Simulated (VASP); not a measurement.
A run of VASP 6.6.1:

INCAR

```
SYSTEM = Re
PREC = Accurate
ENCUT = 520
EDIFF = 1E-6
ISMEAR = -1
SIGMA = 0.05
LREAL = .FALSE.
LASPH = .TRUE.
NELM = 60
ALGO = Normal
ISIF = 2
LWAVE = .FALSE.
LCHARG = .TRUE.
LELF = .TRUE.
LVHAR = .TRUE.
NBANDS = 14
```

KPOINTS

```
regular mesh
0
G
  9 9 5
  0 0 0
```

Contents of POSCAR:

```
Re
1.0
    2.7608000000      0.0000000000      0.0000000000
   -1.3804000000      2.3909229348      0.0000000000
    0.0000000000      0.0000000000      4.4582000000
Re
2
Direct
    0.3337895701      0.7262534374      0.2500000000
    1.4995438976      0.2737465899      0.7500000000
```

Potentials or basis: VASP PAW LDA potentials, release 64 (Re).

The run is started by

```sh
$ cat potpaw_LDA.64/Re/POTCAR > POTCAR
$ mpirun -np 1 vasp_std > vasp.out
```

Hardware: 1 thread of AMD EPYC 7R43 64-Core Processor (Zen 3), with other jobs on the host.

Q: How long does it take, and how much memory?

A: Run time: 52 s on 1 thread of AMD EPYC 7R43 64-Core Processor (Zen 3) (shared host), peak memory 0.14 GiB. Counts: scf iterations 11, k points 123.
